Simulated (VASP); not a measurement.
# Ba2NF (P4/mmm) in VASP: single point with LDA

Aim: the single point of Ba2NF with LDA.

Program: VASP 6.6.1. These are calculated values, not measurements. Logs are shortened: lines on timing, memory, paths and dates and some standing lists are left out, and cuts for length are marked.

### 1 The cell of the first run

Symmetry: P4/mmm, No. 123, tetragonal system. Conventional cell: a = 4.108 Å, b = 4.108 Å, c = 5.599 Å, α = 90.00°, β = 90.00°, γ = 90.00°. Ba (site symmetry 4/mmm) has 2 N at 2.80 Å and 4 F at 2.90 Å within 3.7 Å. Ba (site symmetry 4/mmm) has 2 F at 2.80 Å and 4 N at 2.90 Å within 3.7 Å. Within 3.7 Å of N (site symmetry 4/mmm) lie 6 Ba at 2.80 to 2.90 Å. F (site symmetry 4/mmm) has 6 Ba at 2.80 to 2.90 Å within 3.7 Å.

### 2 Single point, LDA

INCAR reads:

```
SYSTEM = Ba2NF
PREC = Accurate
ENCUT = 520
EDIFF = 1E-6
ISMEAR = 1
SIGMA = 0.1
LREAL = .FALSE.
LASPH = .TRUE.
NELM = 60
ALGO = Normal
ISIF = 2
LWAVE = .FALSE.
LCHARG = .FALSE.
NBANDS = 24
ISYM = 0
```

KPOINTS reads:

```
Automatic mesh
0
G
  4 4 3
  0 0 0
```

POSCAR reads:

```
Ba2NF
1.0
    4.1081960000      0.0000000000      0.0000000000
    0.0000000000      4.1081960000      0.0000000000
    0.0000000000      0.0000000000      5.5987570000
Ba N F
2 1 1
Direct
    0.0000000000      0.0000000000      0.0000000000
    0.5000000000      0.5000000000      0.5000000000
    0.0000000000      0.0000000000      0.5000000000
    0.5000000000      0.5000000000      0.0000000000
```

Potentials or basis: VASP PAW LDA potentials, release 64 (Ba_sv, N, F).

Command:

```console
cat potpaw_LDA.64/Ba_sv/POTCAR potpaw_LDA.64/N/POTCAR potpaw_LDA.64/F/POTCAR > POTCAR
mpirun -np 1 vasp_std > vasp.out
```

OUTCAR:

```text
SYSTEM = Ba2NF
   PREC = Accurate
   ENCUT = 520
   EDIFF = 1E-6
   ISMEAR = 1
   LREAL = .FALSE.
   LASPH = .TRUE.
   NELM = 60
   ISIF = 2
   ISYM = 0

 ion  position               nearest neighbor table
   1  0.000  0.000  0.000-   3 2.80   3 2.80   4 2.90   4 2.90   4 2.90   4 2.90   2 4.03   2 4.03
                             2 4.03   2 4.03   2 4.03   2 4.03   2 4.03   2 4.03
   2  0.500  0.500  0.500-   4 2.80   4 2.80   3 2.90   3 2.90   3 2.90   3 2.90   1 4.03   1 4.03
                             1 4.03   1 4.03   1 4.03   1 4.03   1 4.03   1 4.03
   3  0.000  0.000  0.500-   1 2.80   1 2.80   2 2.90   2 2.90   2 2.90   2 2.90
   4  0.500  0.500  0.000-   2 2.80   2 2.80   1 2.90   1 2.90   1 2.90   1 2.90

IMPORTANT INFORMATION: All symmetrisations will be switched off!
NOSYMM: (Re-)initialisation of all symmetry stuff for point group C_1.

----------------------------------------------------------------------------------------

                                     Primitive cell

  volume of cell :      94.4918

  direct lattice vectors                    reciprocal lattice vectors
     4.108196000  0.000000000  0.000000000     0.243415845  0.000000000  0.000000000
     0.000000000  4.108196000  0.000000000     0.000000000  0.243415845  0.000000000
     0.000000000  0.000000000  5.598757000     0.000000000  0.000000000  0.178611074

  length of vectors
     4.108196000  4.108196000  5.598757000     0.243415845  0.243415845  0.178611074

  position of ions in fractional coordinates (direct lattice)
     0.000000000  0.000000000  0.000000000
     0.500000000  0.500000000  0.500000000
     0.000000000  0.000000000  0.500000000
     0.500000000  0.500000000  0.000000000

  ion indices of the primitive-cell ions
   primitive index   ion index
                 1           1
                 2           2
                 3           3
                 4           4

----------------------------------------------------------------------------------------

 KPOINTS: Automatic mesh

Automatic generation of k-mesh.
 Grid dimensions read from file:
 generate k-points for:    4    4    3

 Generating k-lattice:

  Cartesian coordinates                     Fractional coordinates (reciprocal lattice)
     0.060853961  0.000000000  0.000000000     0.250000000  0.000000000  0.000000000
     0.000000000  0.060853961  0.000000000     0.000000000  0.250000000  0.000000000
     0.000000000  0.000000000  0.059537025     0.000000000  0.000000000  0.333333333

  Length of vectors
     0.060853961  0.060853961  0.059537025

  Shift w.r.t. Gamma in fractional coordinates (k-lattice)
     0.000000000  0.000000000  0.000000000

 Subroutine IBZKPT returns following result:
 ===========================================

 Found     26 irreducible k-points:

 Following reciprocal coordinates:
            Coordinates               Weight
  0.000000  0.000000  0.000000      1.000000
  0.250000  0.000000  0.000000      2.000000
  0.000000  0.250000  0.000000      2.000000
  0.500000  0.000000  0.000000      1.000000
  0.000000  0.500000  0.000000      1.000000
  0.250000  0.250000  0.000000      2.000000
[... 16 lines left out ...]
 -0.250000  0.500000  0.333333      2.000000
  0.500000 -0.250000  0.333333      2.000000
 [... further k-points ...]
   k-points           NKPTS =     26   k-points in BZ     NKDIM =     26   number of bands    NBANDS=     24
   number of dos      NEDOS =    301   number of ions     NIONS =      4
   total plane-waves  NPLWV =  43008
   dimension x,y,z NGX =    32 NGY =   32 NGZ =   42
   dimension x,y,z NGXF=    64 NGYF=   64 NGZF=   84
   ions per type =               2   1   1
   NGX,Y,Z   is equivalent  to a cutoff of  12.95, 12.95, 12.47 a.u.
   NGXF,Y,Z  is equivalent  to a cutoff of  25.90, 25.90, 24.94 a.u.
 SYSTEM =  Ba2NF
   PREC   = accura    normal or accurate (medium, high low for compatibility)
   ISTART =      0    job   : 0-new  1-cont  2-samecut
   ICHARG =      2    charge: 1-file 2-atom 10-const
   ISPIN  =      1    spin polarized calculation?
   LNONCOLLINEAR =      F non collinear calculations
   LSORBIT =      F    spin-orbit coupling
   LASPH  =      T    aspherical Exc in radial PAW
   ENCUT  =  520.0 eV  38.22 Ry    6.18 a.u.   7.64  7.64 10.41*2*pi/ulx,y,z
   NELM   =     60;   NELMIN=  2; NELMDL= -5     # of ELM steps
   EDIFF  = 0.1E-05   stopping-criterion for ELM
   LREAL  =      F    real-space projection
   EDIFFG = 0.1E-04   stopping-criterion for IOM
   NSW    =      0    number of steps for IOM
   IBRION =     -1    ionic relax: 0-MD 1-quasi-New 2-CG
   NFREE  =      0    steps in history (QN), initial steepest desc. (CG)
   ISIF   =      2    stress and relaxation
   ISYM   =      0    0-nonsym 1-usesym 2-fastsym
   POTIM  = 0.5000    time-step for ionic-motion
   TEBEG  =    0.0;   TEEND  =   0.0 temperature during run
   PSTRESS=    0.0 pullay stress
   NELECT =      32.0000    total number of electrons
   NUPDOWN=      -1.0000    fix difference up-down
   EMIN   =  10.00;   EMAX   =-10.00  energy-range for DOS
   EFERMI =   0.00;   METHOD = LEGACY
   ISMEAR =     1;   SIGMA  =   0.10  broadening in eV -4-tet -1-fermi 0-gaus
   EFERMI_NEDOS =   21; number of points for ismear=-14 and -15
   IALGO  =     38    algorithm
   IMIX   =      4    mixing-type and parameters
     AMIX     =   0.40;   BMIX     =  1.00
     AMIX_MAG =   1.60;   BMIX_MAG =  1.00
  volume/ion in A,a.u.               =      23.62       159.42
  Fermi-wavevector in a.u.,A,eV,Ry     =   1.141108  2.156382 17.716528  1.302128
  Thomas-Fermi vector in A             =   2.277809
   LORBIT       =      0    0 simple, 1 ext, 2 COOP (PROOUT), +10 PAW based schemes
   GGA     = CA    functional components
   LHFCALC =     F    Hartree Fock is set to
   AEXX    =    0.0000 exact exchange contribution
   IVDW    =     0    specifies the selected vdW correction
   LEPSILON=     F    determine dielectric tensor
   LRPA    =     F    only Hartree local field effects (RPA)
 non-spin polarized calculation
 Methfessel and Paxton  Order N= 1 SIGMA  =   0.10
  energy-cutoff  :      520.00
  volume of cell :       94.49
 maximum number of plane-waves:      2569
 NGX is ok and might be reduce to    32
   NGX = 15   NGY = 15   NGZ = 21

 number of electron      32.0000000 magnetization

 Free energy of the ion-electron system (eV)
  ---------------------------------------------------
  ext. energy  EPLUGINS =         0.00000000
  ---------------------------------------------------
  free energy    TOTEN  =       -22.36821554 eV

  energy without entropy =      -22.36656102  energy(sigma->0) =      -22.36766403

 E-fermi :   3.0712     XC(G=0):  -9.6441

 val. band max:        3.0622020015   @ k =   0.0000   0.0000   0.3333
 cond. band min:       3.0845099278   @ k =   0.0000   0.0000   0.0000
 fundamental gap:      0.0223079263
 Fermi energy:         3.0712079598

 k-point     1 :       0.0000    0.0000    0.0000
  band No.  band energies     occupation
      1     -25.2910      2.00000
      2     -24.0214      2.00000
      3     -21.5968      2.00000
      4     -10.6936      2.00000
      5     -10.5335      2.00000
      6     -10.5335      2.00000
[... 16 lines left out ...]
     23       7.2172      0.00000
     24       7.8748      0.00000

 k-point     2 :       0.2500    0.0000    0.0000
  band No.  band energies     occupation
      1     -25.2443      2.00000
      2     -24.0088      2.00000
      3     -21.6385      2.00000
      4     -10.6685      2.00000
      5     -10.5236      2.00000
      6     -10.4475      2.00000
[... 16 lines left out ...]
     23       7.4618      0.00000
     24       7.9522      0.00000

 k-point     3 :       0.0000    0.2500    0.0000
  band No.  band energies     occupation
      1     -25.2443      2.00000
      2     -24.0088      2.00000
      3     -21.6385      2.00000
      4     -10.6685      2.00000
      5     -10.5236      2.00000
      6     -10.4475      2.00000
[... 16 lines left out ...]
     23       7.4618      0.00000
     24       7.9522      0.00000

 k-point     4 :       0.5000    0.0000    0.0000
  band No.  band energies     occupation
      1     -25.1956      2.00000
      2     -23.9971      2.00000
      3     -21.6810      2.00000
      4     -10.7826      2.00000
      5     -10.3555      2.00000
      6     -10.2598      2.00000
[... 16 lines left out ...]
     23       7.7219      0.00000
     24       8.1707      0.00000

 k-point     5 :       0.0000    0.5000    0.0000
  band No.  band energies     occupation
      1     -25.1956      2.00000
      2     -23.9971      2.00000
      3     -21.6810      2.00000
      4     -10.7826      2.00000
      5     -10.3555      2.00000
      6     -10.2598      2.00000
[... 16 lines left out ...]
     23       7.7219      0.00000
     24       8.1707      0.00000

 k-point     6 :       0.2500    0.2500    0.0000
  band No.  band energies     occupation
      1     -25.2091      2.00000
      2     -23.9922      2.00000
      3     -21.6526      2.00000
      4     -10.8426      2.00000
      5     -10.5864      2.00000
      6     -10.3938      2.00000
[... 16 lines left out ...]
     23       7.9559      0.00000
     24       8.1624      0.00000
[... 379 lines left out ...]
 k-point    21 :       0.2500   -0.2500    0.3333
  band No.  band energies     occupation
      1     -25.2053      2.00000
      2     -23.9720      2.00000
      3     -21.7005      2.00000
      4     -10.8049      2.00000
      5     -10.8022      2.00000
      6     -10.6130      2.00000
[... 16 lines left out ...]
     23       8.4385      0.00000
     24       8.4863      0.00000

 k-point    22 :       0.5000    0.2500    0.3333
  band No.  band energies     occupation
      1     -25.1715      2.00000
      2     -23.9510      2.00000
      3     -21.7170      2.00000
      4     -10.9533      2.00000
      5     -10.8396      2.00000
      6     -10.7071      2.00000
[... 16 lines left out ...]
     23       9.0327      0.00000
     24       9.4099      0.00000

 k-point    23 :      -0.2500    0.5000    0.3333
  band No.  band energies     occupation
      1     -25.1715      2.00000
      2     -23.9510      2.00000
      3     -21.7170      2.00000
      4     -10.9533      2.00000
      5     -10.8396      2.00000
      6     -10.7071      2.00000
[... 16 lines left out ...]
     23       9.0327      0.00000
     24       9.4099      0.00000

 k-point    24 :       0.5000   -0.2500    0.3333
  band No.  band energies     occupation
      1     -25.1715      2.00000
      2     -23.9510      2.00000
      3     -21.7170      2.00000
      4     -10.9533      2.00000
      5     -10.8396      2.00000
      6     -10.7071      2.00000
[... 16 lines left out ...]
     23       9.0327      0.00000
     24       9.4099      0.00000

 [... further k-points ...]

------------------------ aborting loop because EDIFF is reached ----------------------------------------

  FORCE on cell =-STRESS in cart. coord.  units (eV):
  Direction    XX          YY          ZZ          XY          YZ          ZX
  --------------------------------------------------------------------------------------
  -------------------------------------------------------------------------------------
  Total       -2.7445440     -2.7445247     -2.9893143     -0.0000050     -0.0000006     -0.0000026
  in kB      -46.5357650    -46.5354367    -50.6860251     -0.0000846     -0.0000097     -0.0000435
  external PRESSURE =     -47.9190756 kB  Pullay stress =       0.0000000 kB

 VOLUME and BASIS-vectors are now :
 -----------------------------------------------------------------------------
  energy-cutoff  :      520.00
  volume of cell :       94.49
      direct lattice vectors                 reciprocal lattice vectors
     4.108196000  0.000000000  0.000000000     0.243415845  0.000000000  0.000000000
     0.000000000  4.108196000  0.000000000     0.000000000  0.243415845  0.000000000
     0.000000000  0.000000000  5.598757000     0.000000000  0.000000000  0.178611074

 POSITION                                       TOTAL-FORCE (eV/Angst)
 -----------------------------------------------------------------------------------
      0.00000      0.00000      0.00000         0.000000      0.000000      0.000000
      2.05410      2.05410      2.79938        -0.000000      0.000000      0.000001
      0.00000      0.00000      2.79938         0.000000     -0.000000     -0.000002
      2.05410      2.05410      0.00000         0.000000     -0.000000      0.000001
 -----------------------------------------------------------------------------------
    total drift:                               -0.000001     -0.000002     -0.000002

  FREE ENERGIE OF THE ION-ELECTRON SYSTEM (eV)
  ---------------------------------------------------
  free  energy   TOTEN  =       -22.3682155395 eV

  energy  without entropy=      -22.3665610158  energy(sigma->0) =      -22.36766403
```

It took 22 s on 1 thread of Intel Xeon Platinum 8559C (Emerald Rapids), shared host; peak memory 0.2 GiB.

Results:

* Free energy: -22.3682 eV
* Pressure: -4.8 GPa
* Band gap on the k mesh: zero (band 16 reaches 3.11 eV, above the bottom of band 17 at 3.04 eV)

Stress tensor (GPa, compression positive):
```
-4.65  0.00  0.00
 0.00 -4.65  0.00
 0.00  0.00 -5.07
```

Caveat: the k points lie up to 0.38 Å⁻¹ apart; spin-orbit coupling is left out, which moves the levels of the heavy elements.
